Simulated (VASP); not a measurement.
## Si: single point with LDA

Crystal: Si.

```
CELL_PARAMETERS angstrom
-0.12867 5.26674 5.21270
4.99155 -0.19643 5.28046
4.92741 5.27037 -0.13229
ATOMIC_POSITIONS crystal
Si 0.08911 0.81299 0.84459
Si 0.24398 0.15145 0.21269
Si 0.03133 0.86526 0.51009
Si 0.16737 0.15046 0.59216
Si 0.87284 0.53260 0.05086
Si 0.96452 0.55884 0.30069
Si 0.81750 0.31709 0.95911
Si 0.16043 0.50814 0.63697
Si 0.49968 0.26125 0.84425
Si 0.85674 0.94174 0.26376
Si 0.50438 0.95995 0.39214
Si 0.49104 0.21915 0.53015
Si 0.36259 0.38657 0.23005
Si 0.48531 0.81966 0.12811
Si 0.47873 0.57684 0.54557
Si 0.49875 0.65969 0.86804
```

```json
{
  "Program": "VASP 6.6.1",
  "Task": "single point",
  "Functional": "LDA",
  "Potentials or basis": "VASP PAW LDA potentials, release 64 (Si)",
  "Cutoff": "520 eV",
  "k mesh": "2 × 2 × 2",
  "Occupations": "fermi-dirac, width 0.24 eV",
  "Spin": "no spin polarisation",
  "Dipole correction": "no",
  "Further INCAR settings": "LREAL = Auto; ALGO = Normal; EDIFF = 1e-07; NBANDS = 46"
}
```

- Pressure: -0.1 GPa
- Largest force: 2.621 eV/Å
- Band gap on the k mesh: zero (bands 32 and 33 overlap by 0.43 eV)

Forces on the atoms (eV/Å):
```
Si  -0.089  0.592 -0.073
Si  -0.022 -1.267 -0.839
Si   0.378 -1.246  1.199
Si   2.231 -0.217 -1.359
Si   0.808  0.004  1.274
Si   0.158  0.688 -0.062
Si  -1.393 -0.638 -1.273
Si   0.017  0.765 -1.677
Si  -0.297  0.612 -0.262
Si  -0.230 -0.202  1.136
Si  -1.439  0.788 -0.953
Si   0.024  0.733  0.452
Si   0.261 -0.945  1.820
Si  -0.972  0.388 -0.257
Si   0.298 -0.183  1.245
Si   0.266  0.129 -0.369
```

Stress tensor (GPa, compression positive):
```
 0.27  0.38  0.75
 0.38 -1.33  0.80
 0.75  0.80  0.69
```

Levels at points of the mesh, in eV from the Fermi level:
```csv
k point,band 28,band 29,band 30,band 31,band 32,band 33,band 34,band 35,band 36,band 37
"(0.00, 0.00, 0.00)",-0.77,-0.57,-0.32,0.11,0.26,0.41,0.55,0.64,0.78,0.89
"(0.50, 0.00, 0.00)",-1.32,-1.06,-0.89,-0.63,-0.10,0.09,0.16,0.47,1.05,1.34
"(0.00, 0.50, 0.00)",-1.31,-1.07,-0.84,-0.21,-0.02,0.18,0.61,1.05,1.22,1.52
"(0.50, 0.50, 0.00)",-1.21,-1.05,-0.55,-0.49,-0.04,0.01,0.51,0.60,0.83,0.83
"(0.00, 0.00, 0.50)",-1.38,-1.11,-0.80,-0.25,-0.05,0.32,0.56,0.85,1.08,1.14
"(0.50, 0.00, 0.50)",-1.12,-0.95,-0.68,-0.34,0.01,0.22,0.48,0.69,1.14,1.38
"(0.00, 0.50, 0.50)",-1.43,-1.31,-1.14,-0.44,-0.18,-0.11,0.11,0.25,0.63,0.86
"(0.50, 0.50, 0.50)",-1.62,-1.46,-0.83,-0.65,-0.49,-0.18,-0.04,0.48,1.02,1.32
```

Run time: 3.4 min on 1 thread of Intel(R) Xeon(R) Platinum 8488C (Sapphire Rapids) (shared host), peak memory 0.3 GiB.

Caveat: the k points lie up to 0.52 Å⁻¹ apart; the atoms stand as in a frame of molecular dynamics; semilocal functionals underestimate gaps, so a narrow gap can read as zero; forces of over 1 eV/Å act on the atoms, so gaps and moduli don't describe the material at rest.
